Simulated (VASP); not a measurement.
Here is a VASP 6.6.1 calculation.

The input INCAR:

```
SYSTEM = AlN
ALGO = Normal
EDIFF = 1E-6
ENCUT = 520
GGA = PE
ISIF = 2
ISMEAR = 0
LASPH = .TRUE.
LCHARG = .FALSE.
LREAL = .FALSE.
LWAVE = .FALSE.
NBANDS = 16
NELM = 80
PREC = Accurate
SIGMA = 0.05
```

Contents of KPOINTS:

```
k-points
0
G
  9 9 6
  0 0 0
```

File POSCAR:

```
AlN
1.0
    3.5343204319      0.0000000000      0.0000000000
   -1.7671602160      3.0608112791      0.0000000000
    0.0000000000      0.0000000000      4.1224313518
Al N
2 2
Direct
    0.3333333333      0.6666666667      0.7500000000
    0.6666666667      0.3333333333      0.2500000000
    0.3333333333      0.6666666667      0.2500000000
    0.6666666667      0.3333333333      0.7500000000
```

Potentials or basis: VASP PAW PBE potentials, release 64 (Al, N).

Launch:

```sh
$ cat potpaw_PBE.64/Al/POTCAR potpaw_PBE.64/N/POTCAR > POTCAR
$ mpirun -np 1 vasp_std > vasp.out
```

Predict the pressure.

-18.8 GPa.

Predict the band gap on the k mesh.

2.74 eV, direct.

Stress tensor (GPa, compression positive):
```
-22.09   0.00   0.00
  0.00 -22.09   0.00
  0.00   0.00 -12.12
```
